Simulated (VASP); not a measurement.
Set up this calculation in VASP 6.6.1, as the native input.

```yaml
Task: single point
Functional: LDA
Potentials_or_basis: VASP PAW LDA potentials, release 64 (Ti_sv, C)
Cutoff: 600 eV
k_mesh: 7 × 7 × 7
Occupations: fermi-dirac, width 0.05 eV
Spin: no spin polarisation
Dipole_correction: no
Further_INCAR_settings: ALGO = Normal; EDIFF = 1e-06; NBANDS = 15
```

The structure of TiC lies in POSCAR:

```
TiC
1.0
    0.0000000000      2.1657188437      2.1657188437
    2.1657188437      0.0000000000      2.1657188437
    2.1657188437      2.1657188437      0.0000000000
Ti C
1 1
Direct
   -0.0382610000     -0.0040730000     -0.0078940000
    0.5158140000      0.4525730000      0.5139120000
```

These files were run (other wordings do the same):

INCAR

```
SYSTEM = TiC
ALGO = Normal ; EDIFF = 1E-6
ENCUT = 600 ; GGA_COMPAT = .FALSE.
ISIF = 2 ; ISMEAR = -1
LASPH = .TRUE. ; LCHARG = .FALSE.
LREAL = .FALSE. ; LWAVE = .FALSE.
NBANDS = 15 ; NELM = 120
PREC = Accurate ; SIGMA = 0.05
```

KPOINTS

```
k-points
0
G
  7 7 7
  0 0 0
```

Potentials or basis: VASP PAW LDA potentials, release 64 (Ti_sv, C).

Command:

```sh
$ cat potpaw_LDA.64/Ti_sv/POTCAR potpaw_LDA.64/C/POTCAR > POTCAR
$ mpirun -np 1 vasp_std > vasp.out
```

It gave:

```
Pressure               : -8.6 GPa
Largest force          : 1.499 eV/Å
Band gap on the k mesh : zero (band 8 reaches 9.60 eV, above the bottom of band 9 at 8.88 eV)
```

Caveat: forces of over 1 eV/Å act on the atoms, so gaps and moduli don't describe the material at rest.

It took 56 s on 1 thread of Intel(R) Xeon(R) Platinum 8375C CPU @ 2.90GHz (Ice Lake), on a shared host, peak memory 0.18 GiB.
